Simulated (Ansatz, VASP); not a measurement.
**Two plane-wave programs on ZnO**

```xyz
4
Lattice="3.3075 0.0000 0.0000 -1.6537 2.8644 0.0000 0.0000 0.0000 5.1407" Properties=species:S:1:pos:R:3 pbc="T T T"
Zn    0.0000    1.9096    0.0593
Zn    1.6537    0.9548    2.6296
O     0.0000    1.9096    1.9050
O     1.6537    0.9548    4.4754
```

Alike in both runs: task single point; functional PBEsol; k mesh 9 × 9 × 6; occupations gaussian, width 0.02 eV; no spin polarisation.

|  | VASP | Ansatz |
| --- | --- | --- |
| version | VASP 6.6.1 | Ansatz 0.2.0 |
| potentials or method | VASP PAW PBE potentials, release 64 (Zn, O), cutoff 520 eV | scalar-relativistic, plane waves, PAW |
| valence electrons in the cell | 36 | 36 |

Ansatz gave:

| Item | Value |
| --- | --- |
| gap on the k mesh at the Fermi level (eV) | 0.69 |
| least direct gap on the mesh (eV) | 0.69 |
| pressure (GPa) | -1.9 |
| traceless stress, the component that is largest in VASP (GPa) | 13.50 |
| rms of the force components (eV/Å) | 0.796 |

Q: Which values does VASP return?

A: gap on the k mesh at the Fermi level (eV): 0.68; least direct gap on the mesh (eV): 0.68; pressure (GPa): -1.0; traceless stress, the component that is largest in VASP (GPa): 14.17; rms of the force components (eV/Å): 0.835.

VASP's potentials were made for PBE, not for PBEsol. Atom by atom the forces differ by 0.039 eV/Å (rms over components).
